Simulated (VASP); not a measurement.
Input of a VASP 6.6.1 run:

Contents of INCAR:

```
SYSTEM = BaTiO3
PREC = Accurate
ENCUT = 1340
EDIFF = 1E-6
ISMEAR = -1
SIGMA = 0.05
LREAL = .FALSE.
LASPH = .TRUE.
NELM = 120
ALGO = Normal
ISIF = 2
LWAVE = .FALSE.
LCHARG = .FALSE.
GGA = PE
NBANDS = 28
GGA_COMPAT = .FALSE.
```

KPOINTS

```
regular mesh
0
G
  7 7 7
  0 0 0
```

File POSCAR:

```
BaTiO3
1.0
    3.9729548958      0.0000000000      0.0000000000
    0.0000000000      3.9729548958      0.0000000000
    0.0000000000      0.0000000000      3.9910327445
Ba Ti O
1 1 3
Direct
    0.0000000000      0.0000000000      0.0000000000
    0.5000000000      0.5000000000      0.4900000000
    0.0000000000      0.5000000000      0.5170000000
    0.5000000000      0.0000000000      0.5170000000
    0.5000000000      0.5000000000      0.0190000000
```

Potentials or basis: VASP PAW PBE potentials, release 64 (Ba_sv, Ti_sv, O_h).

Run with:

```sh
$ cat potpaw_PBE.64/Ba_sv/POTCAR potpaw_PBE.64/Ti_sv/POTCAR potpaw_PBE.64/O_h/POTCAR > POTCAR
$ mpirun -np 1 vasp_std > vasp.out
```

(1) What does it give for the pressure?

(2) Estimate the band gap on the k mesh.

(3) Estimate the largest force.

Results:

(1) 7.8 GPa.

(2) 1.91 eV (least direct gap 2.09 eV).

(3) 0.165 eV/Å.

Caveat: the cell stands under pressure; spin-orbit coupling is left out, which moves the levels of the heavy elements.
